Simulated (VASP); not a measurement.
Input of a VASP 6.6.1 run:

POSCAR

```
MgB2
1.0
    3.1054310590      0.0000000000      0.0000000000
   -1.5527155295      2.6893821868      0.0000000000
    0.0000000000      0.0000000000      3.5463318058
Mg B
1 2
Direct
    0.0000000000      0.0000000000      0.0000000000
    0.6666666667      0.3333333333      0.5000000000
    0.3333333333      0.6666666667      0.5000000000
```

The input INCAR.step1:

```
SYSTEM = MgB2
PREC = Accurate
ENCUT = 520
ISMEAR = -1
SIGMA = 0.05
LREAL = .False.
LASPH = .True.
NELM = 80
NBANDS = 11
GGA = PE
ALGO = Normal
EDIFF = 1E-4
LWAVE = .True.
LCHARG = .False.
```

Contents of INCAR.step2:

```
SYSTEM = MgB2
PREC = Accurate
ENCUT = 520
EDIFF = 1E-6
ISMEAR = -1
SIGMA = 0.05
LREAL = .False.
LASPH = .True.
NELM = 80
ALGO = Normal
ISIF = 2
LWAVE = .False.
LCHARG = .False.
METAGGA = R2SCAN
LMIXTAU = .True.
NBANDS = 11
ISTART = 1
```

File KPOINTS:

```
Automatic mesh
0
Gamma
  10 10 8
  0 0 0
```

Potentials or basis: VASP PAW PBE potentials, release 64 (Mg, B).

Launch:

```console
$ cat potpaw_PBE.64/Mg/POTCAR potpaw_PBE.64/B/POTCAR > POTCAR
$ cp INCAR.step1 INCAR
$ mpirun -np 1 vasp_std > vasp.out
$ cp INCAR.step2 INCAR
$ mpirun -np 1 vasp_std > vasp.out
```

Problem. Estimate the pressure.

Solution. -5.4 GPa.

Problem. What does it give for the band gap on the k mesh?

Solution. Zero (band 4 reaches 6.32 eV, above the bottom of band 5 at 3.79 eV).

Stress tensor (GPa, compression positive):
```
-5.65  0.00  0.00
 0.00 -5.65  0.00
 0.00  0.00 -4.75
```

Caveat: the PAW data sets were made with another functional, which shifts forces and pressure a little.
